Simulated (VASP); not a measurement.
# CdI2 (P-3m1) in VASP: notebook, part 2 of 2

VASP 6.6.1. Earlier steps stand in the parts before.

### 3 Single point, PBE+D3(BJ) (strain -0.025 along x and y, -0.025 along z)

INCAR reads:

```
  PREC = Accurate
  ENCUT = 500
  EDIFF = 1E-6
  ISMEAR = 0
  SIGMA = 0.05
  LREAL = False
  LASPH = True
  NELM = 120
  ALGO = Normal
  ISIF = 2
  LWAVE = False
  LCHARG = False
  GGA = PE
  IVDW = 12
  NBANDS = 20
  GGA_COMPAT = False
```

KPOINTS reads:

```
Automatic mesh
0
Gamma
  9 9 4
```

POSCAR reads:

```
CdI2
1.0
    4.1378992343      0.0000000000      0.0000000000
   -2.0689496171      3.5835258553      0.0000000000
    0.0000000000      0.0000000000      6.6875250000
Cd I
1 2
Direct
    0.0000000000      0.0000000000      0.0000000000
    0.3333333333      0.6666666667      0.2492000000
    0.6666666667      0.3333333333      0.7508000000
```

Potentials or basis: VASP PAW PBE potentials, release 64 (Cd, I).

Run with:

```console
$ cat potpaw_PBE.64/Cd/POTCAR potpaw_PBE.64/I/POTCAR > POTCAR
$ mpirun -np 1 vasp_std > vasp.out
```

OUTCAR:

```text
PREC = Accurate
   ENCUT = 500
   EDIFF = 1E-6
   ISMEAR = 0
   LREAL = False
   LASPH = True
   NELM = 120
   ISIF = 2
   GGA = PE
   IVDW = 12
 IVDW          = 12

 ion  position               nearest neighbor table
   1  0.000  0.000  0.000-   2 2.91   3 2.91   3 2.91   2 2.91   3 2.91   2 2.91
   2  0.333  0.667  0.249-   1 2.91   1 2.91   1 2.91
   3  0.667  0.333  0.751-   1 2.91   1 2.91   1 2.91

  LATTYP: Found a hexagonal cell.
 ALAT       =     4.1378992343
 C/A-ratio  =     1.6161642953

  Lattice vectors:

 A1 = (   4.1378992343,   0.0000000000,   0.0000000000)
 A2 = (  -2.0689496171,   3.5835258553,   0.0000000000)
 A3 = (   0.0000000000,   0.0000000000,   6.6875250000)

Analysis of symmetry for initial positions (statically):
=====================================================================
 Subroutine PRICEL returns:
 Original cell was already a primitive cell.

 Routine SETGRP: Setting up the symmetry group for a
 hexagonal supercell.

 Subroutine GETGRP returns: Found 12 space group operations
 (whereof 12 operations were pure point group operations)
 out of a pool of 24 trial point group operations.

The static configuration has the point symmetry D_3d.

Analysis of symmetry for dynamics (positions and initial velocities):
=====================================================================
 Subroutine PRICEL returns:
 Original cell was already a primitive cell.

 Routine SETGRP: Setting up the symmetry group for a
 hexagonal supercell.

 Subroutine GETGRP returns: Found 12 space group operations
 (whereof 12 operations were pure point group operations)
 out of a pool of 24 trial point group operations.

The dynamic configuration has the point symmetry D_3d.

 Subroutine INISYM returns: Found 12 space group operations
 (whereof 12 operations are pure point group operations),
 and found     1 'primitive' translations

----------------------------------------------------------------------------------------

                                     Primitive cell

  volume of cell :      99.1644

  direct lattice vectors                    reciprocal lattice vectors
     4.137899234  0.000000000  0.000000000     0.241668524  0.139527387  0.000000000
    -2.068949617  3.583525855  0.000000000     0.000000000  0.279054775  0.000000000
     0.000000000  0.000000000  6.687525000     0.000000000  0.000000000  0.149532151

  length of vectors
     4.137899234  4.137899234  6.687525000     0.279054775  0.279054775  0.149532151

  position of ions in fractional coordinates (direct lattice)
     0.000000000  0.000000000  0.000000000
     0.333333333  0.666666667  0.249200000
     0.666666667  0.333333333  0.750800000

  ion indices of the primitive-cell ions
   primitive index   ion index
                 1           1
                 2           2
                 3           3

----------------------------------------------------------------------------------------

 KPOINTS: Automatic mesh

Automatic generation of k-mesh.
 Grid dimensions read from file:
 generate k-points for:    9    9    4

 Generating k-lattice:

  Cartesian coordinates                     Fractional coordinates (reciprocal lattice)
     0.026852058  0.015503043  0.000000000     0.111111111 -0.000000000  0.000000000
     0.000000000  0.031006086  0.000000000     0.000000000  0.111111111  0.000000000
     0.000000000  0.000000000  0.037383038     0.000000000  0.000000000  0.250000000

  Length of vectors
     0.031006086  0.031006086  0.037383038

  Shift w.r.t. Gamma in fractional coordinates (k-lattice)
     0.000000000  0.000000000  0.000000000

 Subroutine IBZKPT returns following result:
 ===========================================

 Found     43 irreducible k-points:

 Following reciprocal coordinates:
            Coordinates               Weight
  0.000000  0.000000  0.000000      1.000000
  0.111111 -0.000000  0.000000      6.000000
  0.222222 -0.000000  0.000000      6.000000
  0.333333 -0.000000  0.000000      6.000000
  0.444444 -0.000000  0.000000      6.000000
  0.111111  0.111111  0.000000      6.000000
[... 16 lines left out ...]
  0.222222  0.111111  0.250000     12.000000
 -0.111111  0.333333  0.250000     12.000000
 [... further k-points ...]
   k-points           NKPTS =     43   k-points in BZ     NKDIM =     43   number of bands    NBANDS=     20
   number of dos      NEDOS =    301   number of ions     NIONS =      3
   total plane-waves  NPLWV =  45000
   dimension x,y,z NGX =    30 NGY =   30 NGZ =   50
   dimension x,y,z NGXF=    60 NGYF=   60 NGZF=  100
   ions per type =               1   2
   NGX,Y,Z   is equivalent  to a cutoff of  12.05, 12.05, 12.43 a.u.
   NGXF,Y,Z  is equivalent  to a cutoff of  24.11, 24.11, 24.86 a.u.
 SYSTEM =  unknown system
   PREC   = accura    normal or accurate (medium, high low for compatibility)
   ISTART =      0    job   : 0-new  1-cont  2-samecut
   ICHARG =      2    charge: 1-file 2-atom 10-const
   ISPIN  =      1    spin polarized calculation?
   LNONCOLLINEAR =      F non collinear calculations
   LSORBIT =      F    spin-orbit coupling
   LASPH  =      T    aspherical Exc in radial PAW
   ENCUT  =  500.0 eV  36.75 Ry    6.06 a.u.   7.54  7.54 12.19*2*pi/ulx,y,z
   NELM   =    120;   NELMIN=  2; NELMDL= -5     # of ELM steps
   EDIFF  = 0.1E-05   stopping-criterion for ELM
   LREAL  =      F    real-space projection
   EDIFFG = 0.1E-04   stopping-criterion for IOM
   NSW    =      0    number of steps for IOM
   IBRION =     -1    ionic relax: 0-MD 1-quasi-New 2-CG
   NFREE  =      0    steps in history (QN), initial steepest desc. (CG)
   ISIF   =      2    stress and relaxation
   ISYM   =      2    0-nonsym 1-usesym 2-fastsym
   POTIM  = 0.5000    time-step for ionic-motion
   TEBEG  =    0.0;   TEEND  =   0.0 temperature during run
   PSTRESS=    0.0 pullay stress
   NELECT =      26.0000    total number of electrons
   NUPDOWN=      -1.0000    fix difference up-down
   EMIN   =  10.00;   EMAX   =-10.00  energy-range for DOS
   EFERMI =   0.00;   METHOD = LEGACY
   ISMEAR =     0;   SIGMA  =   0.05  broadening in eV -4-tet -1-fermi 0-gaus
   EFERMI_NEDOS =   21; number of points for ismear=-14 and -15
   IALGO  =     38    algorithm
   IMIX   =      4    mixing-type and parameters
     AMIX     =   0.40;   BMIX     =  1.00
     AMIX_MAG =   1.60;   BMIX_MAG =  1.00
  volume/ion in A,a.u.               =      33.05       223.06
  Fermi-wavevector in a.u.,A,eV,Ry     =   1.047805  1.980065 14.937786  1.097896
  Thomas-Fermi vector in A             =   2.182701
   LORBIT       =      0    0 simple, 1 ext, 2 COOP (PROOUT), +10 PAW based schemes
   GGA     = PE    functional components
   LHFCALC =     F    Hartree Fock is set to
   AEXX    =    0.0000 exact exchange contribution
   IVDW    =    12    specifies the selected vdW correction
   LEPSILON=     F    determine dielectric tensor
   LRPA    =     F    only Hartree local field effects (RPA)
 non-spin polarized calculation
 Gauss-broadening in eV      SIGMA  =   0.05
  energy-cutoff  :      500.00
  volume of cell :       99.16
 maximum number of plane-waves:      2541
 NGX is ok and might be reduce to    30
   NGX = 15   NGY = 15   NGZ = 25

 number of electron      26.0000000 magnetization

 Free energy of the ion-electron system (eV)
  ---------------------------------------------------
  ext. energy  EPLUGINS =         0.00000000
  ---------------------------------------------------
  free energy    TOTEN  =        -5.31056023 eV

  energy without entropy =       -5.31056023  energy(sigma->0) =       -5.31056023

 E-fermi :   3.0689     XC(G=0):  -8.9158

 val. band max:        2.8127501872   @ k =   0.1111  -0.0000   0.2500
 cond. band min:       5.2599177090   @ k =   0.0000   0.4444   0.2500
 fundamental gap:      2.4471675218
 Fermi energy:         3.0688920296

 k-point     1 :       0.0000    0.0000    0.0000
  band No.  band energies     occupation
      1      -9.7419      2.00000
      2      -8.8616      2.00000
      3      -5.0016      2.00000
      4      -5.0016      2.00000
      5      -4.8634      2.00000
      6      -4.7458      2.00000
[... 12 lines left out ...]
     19      11.9956      0.00000
[... 513 lines left out ...]
      4      -4.8560      2.00000
      5      -4.7682      2.00000
      6      -4.7301      2.00000
[... 12 lines left out ...]
     19      10.4925      0.00000
     20      11.7484      0.00000

 [... further k-points ...]

------------------------ aborting loop because EDIFF is reached ----------------------------------------

 Edisp (eV)   -1.08015

 E8    (eV) :    -0.4842

  FORCE on cell =-STRESS in cart. coord.  units (eV):
  Direction    XX          YY          ZZ          XY          YZ          ZX
  --------------------------------------------------------------------------------------
  -------------------------------------------------------------------------------------
  Total       2.25042     2.25042     2.25647     0.00000    -0.00000     0.00000
  in kB      36.35950    36.35950    36.45727     0.00000    -0.00000     0.00000
  external pressure =       36.39 kB  Pullay stress =        0.00 kB

 VOLUME and BASIS-vectors are now :
 -----------------------------------------------------------------------------
  energy-cutoff  :      500.00
  volume of cell :       99.16
      direct lattice vectors                 reciprocal lattice vectors
     4.137899234  0.000000000  0.000000000     0.241668524  0.139527387  0.000000000
    -2.068949617  3.583525855  0.000000000     0.000000000  0.279054775  0.000000000
     0.000000000  0.000000000  6.687525000     0.000000000  0.000000000  0.149532151

 POSITION                                       TOTAL-FORCE (eV/Angst)
 -----------------------------------------------------------------------------------
      0.00000      0.00000      0.00000         0.000000      0.000000      0.000000
     -0.00000      2.38902      1.66653         0.000000      0.000000      0.637324
      2.06895      1.19451      5.02099        -0.000000      0.000000     -0.637324
 -----------------------------------------------------------------------------------
    total drift:                                0.000000     -0.000000      0.000000

  FREE ENERGIE OF THE ION-ELECTRON SYSTEM (eV)
  ---------------------------------------------------
  free  energy   TOTEN  =        -6.3907144236 eV

  energy  without entropy=       -6.3907144236  energy(sigma->0) =       -6.39071442
```

OSZICAR:

```text
N       E                     dE             d eps       ncg     rms          rms(c)
DAV:   1     0.158671142629E+03    0.15867E+03   -0.11438E+04  1728   0.109E+03
DAV:   2     0.361438633803E+01   -0.15506E+03   -0.14981E+03  2032   0.248E+02
DAV:   3    -0.546816371174E+01   -0.90826E+01   -0.90509E+01  2084   0.603E+01
DAV:   4    -0.560826420443E+01   -0.14010E+00   -0.14008E+00  2264   0.717E+00
DAV:   5    -0.560977613306E+01   -0.15119E-02   -0.15119E-02  2104   0.723E-01    0.773E+00
DAV:   6    -0.533256389848E+01    0.27721E+00   -0.51158E-01  1856   0.791E+00    0.617E+00
DAV:   7    -0.531223230574E+01    0.20332E-01   -0.22959E-01  1956   0.307E+00    0.196E+00
DAV:   8    -0.531071040443E+01    0.15219E-02   -0.34750E-02  1884   0.207E+00    0.524E-01
DAV:   9    -0.531049476050E+01    0.21564E-03   -0.25771E-03  2004   0.516E-01    0.201E-01
DAV:  10    -0.531055365304E+01   -0.58893E-04   -0.25500E-04  1908   0.119E-01    0.453E-02
DAV:  11    -0.531055729659E+01   -0.36435E-05   -0.15100E-05  2064   0.308E-02    0.172E-02
DAV:  12    -0.531056009683E+01   -0.28002E-05   -0.32734E-06  1896   0.159E-02    0.682E-03
DAV:  13    -0.531056023426E+01   -0.13743E-06   -0.63160E-07  1628   0.560E-03
   1 F= -.63907144E+01 E0= -.63907144E+01  d E =-.210489E-14
```

stdout:

```text
POSCAR found type information on POSCAR CdI
 POSCAR found :  2 types and       3 ions
 scaLAPACK will be used
 LDA part: xc-table for (Slater+PW92), standard interpolation
 POSCAR, INCAR and KPOINTS ok, starting setup
 FFT: planning ... GRIDC
 FFT: planning ... GRID_SOFT
 FFT: planning ... GRID
 WAVECAR not read
 entering main loop
```

Wall time 55 s (1 thread of Intel Xeon Platinum 8375C at 2.90GHz (Ice Lake), shared host); peak memory 0.26 GiB.

Results:

- Free energy: -6.3907 eV
- Pressure: 3.6 GPa
- Largest force: 0.637 eV/Å
- Band gap on the k mesh: 2.45 eV (least direct gap 2.79 eV)
- Dispersion energy per atom: -0.360 eV

Forces on the atoms (eV/Å):
```
Cd   0.000  0.000  0.000
I    0.000  0.000  0.637
I    0.000  0.000 -0.637
```

Levels at points of the mesh, in eV from the valence-band top:
```tsv
k point	band 9	band 10	band 11	band 12	band 13	band 14	band 15	band 16	band 17	band 18
(0.00, 0.00, 0.00)	-0.39	-0.39	-0.19	-0.19	-0.19	2.74	4.37	6.32	6.32	8.38
(0.00, 0.00, 0.50)	-1.88	-0.53	-0.53	-0.02	-0.02	3.95	4.49	6.08	6.08	7.81
```

Caveat: the cell differs from its parent crystal (strain -0.025 along x and y, -0.025 along z); the cell stands under pressure; spin-orbit coupling is left out, which moves the levels of the heavy elements; an odd mesh through Γ misses points on the zone boundary, where band edges can lie.

### 4 Single point, PBE+D3(BJ) (strain -0.050 along x and y, +0.050 along z)

INCAR reads:

```
ALGO = Normal ; EDIFF = 1E-6
ENCUT = 500 ; GGA = PE
GGA_COMPAT = F ; ISIF = 2
ISMEAR = 0 ; IVDW = 12
LASPH = T ; LCHARG = F
LREAL = F ; LWAVE = F
NBANDS = 20 ; NELM = 120
PREC = Accurate ; SIGMA = 0.05
```

KPOINTS reads:

```
k-points
0
Gamma
  9 9 4
```

POSCAR reads:

```
CdI2
1.0
    4.0317992540      0.0000000000      0.0000000000
   -2.0158996270      3.4916405769      0.0000000000
    0.0000000000      0.0000000000      7.2019500000
Cd I
1 2
Direct
    0.0000000000      0.0000000000      0.0000000000
    0.3333333333      0.6666666667      0.2492000000
    0.6666666667      0.3333333333      0.7508000000
```

Run with:

```console
$ cat potpaw_PBE.64/Cd/POTCAR potpaw_PBE.64/I/POTCAR > POTCAR
$ mpirun -np 1 vasp_std > vasp.out
```

Run time: 75 s. Hardware: 1 thread of Intel Xeon Platinum 8375C at 2.90GHz (Ice Lake), shared host; peak memory 0.27 GiB.

The run converged. Its results:

```yaml
Free_energy: -6.3777 eV
Pressure: 2.7 GPa
Largest_force: 0.243 eV/Å
Band_gap_on_the_k_mesh: 2.08 eV (least direct gap 2.59 eV)
Dispersion_energy_per_atom: -0.353 eV
```

Forces on the atoms (eV/Å):
```
Cd   0.000  0.000  0.000
I    0.000  0.000  0.243
I    0.000  0.000 -0.243
```

Stress tensor (GPa, compression positive):
```
3.64 0.00 0.00
0.00 3.64 0.00
0.00 0.00 0.80
```

Levels at points of the mesh, in eV from the valence-band top:
```tsv
k point	band 9	band 10	band 11	band 12	band 13	band 14	band 15	band 16	band 17	band 18
(0.00, 0.00, 0.00)	-0.90	-0.33	-0.33	-0.11	-0.11	2.51	4.59	6.51	6.51	7.63
(0.00, 0.00, 0.50)	-2.26	-0.42	-0.42	0.00	0.00	3.79	4.60	6.37	6.37	7.42
```

Caveat: the cell differs from its parent crystal (strain -0.050 along x and y, +0.050 along z); spin-orbit coupling is left out, which moves the levels of the heavy elements; an odd mesh through Γ misses points on the zone boundary, where band edges can lie.

### 5 Single point, PBE+D3(BJ) (strain +0.000 along x and y, -0.050 along z)

INCAR reads:

```
PREC = Accurate ; ENCUT = 500
EDIFF = 1E-6 ; ISMEAR = 0
SIGMA = 0.05 ; LREAL = F
LASPH = T ; NELM = 120
ALGO = Normal ; ISIF = 2
LWAVE = F ; LCHARG = F
GGA = PE ; IVDW = 12
NBANDS = 20 ; GGA_COMPAT = F
```

KPOINTS reads:

```
Automatic mesh
0
Gamma
  9 9 4
```

POSCAR reads:

```
CdI2
1.0
    4.2439992147      0.0000000000      0.0000000000
   -2.1219996073      3.6754111336      0.0000000000
    0.0000000000      0.0000000000      6.5160500000
Cd I
1 2
Direct
    0.0000000000      0.0000000000      0.0000000000
    0.3333333333      0.6666666667      0.2492000000
    0.6666666667      0.3333333333      0.7508000000
```

Run with:

```console
$ cat potpaw_PBE.64/Cd/POTCAR potpaw_PBE.64/I/POTCAR > POTCAR
$ mpirun -np 1 vasp_std > vasp.out
```

Wall time 58 s (1 thread of Intel Xeon Platinum 8375C at 2.90GHz (Ice Lake), shared host); peak memory 0.26 GiB.

The run converged. Its results:

- Free energy: -6.4233 eV
- Pressure: 2.4 GPa
- Largest force: 0.550 eV/Å
- Band gap on the k mesh: 2.40 eV (least direct gap 2.48 eV)
- Dispersion energy per atom: -0.350 eV

Forces in eV/Å, atoms in the order of the input:
```
Cd   0.000  0.000  0.000
I    0.000  0.000  0.550
I    0.000  0.000 -0.550
```

Stress tensor (GPa, compression positive):
```
1.99 0.00 0.00
0.00 1.99 0.00
0.00 0.00 3.21
```

Levels at points of the mesh, in eV from the valence-band top:
```
           k point  band 11  band 12  band 13  band 14  band 15  band 16
(0.00, 0.00, 0.00)    -0.38    -0.38     0.00     2.48     4.16     6.09
(0.00, 0.00, 0.50)    -0.69    -0.19    -0.19     3.64     4.31     5.81
```

Caveat: the cell differs from its parent crystal (strain +0.000 along x and y, -0.050 along z); spin-orbit coupling is left out, which moves the levels of the heavy elements; an odd mesh through Γ misses points on the zone boundary, where band edges can lie.

### 6 Overview

| cell | gap on the mesh (eV) | pressure (GPa) | largest force (eV/Å) |
| --- | --- | --- | --- |
| a = 4.032, b = 4.032, c = 7.030 Å, angles 90.0, 90.0, 120.0°, 3 atoms | 2.19 | 3.8 | 0.48 |
| a = 4.138, b = 4.138, c = 6.688 Å, angles 90.0, 90.0, 120.0°, 3 atoms | 2.45 | 3.6 | 0.64 |
| a = 4.032, b = 4.032, c = 7.202 Å, angles 90.0, 90.0, 120.0°, 3 atoms | 2.08 | 2.7 | 0.24 |
| a = 4.244, b = 4.244, c = 6.516 Å, angles 90.0, 90.0, 120.0°, 3 atoms | 2.40 | 2.4 | 0.55 |

Alike in all rows: task single point; level PBE+D3(BJ); potentials or basis VASP PAW PBE potentials, release 64 (Cd, I); no spin polarisation; k mesh 9 × 9 × 4; cutoff (eV) 500; smearing gaussian 0.05 eV.

Caveats: spin-orbit coupling is left out, which moves the levels of the heavy elements; an odd mesh through Γ misses points on the zone boundary, where band edges can lie; the cell stands under pressure (at least some runs).

Absolute energies hang on the potentials; compare differences alone.
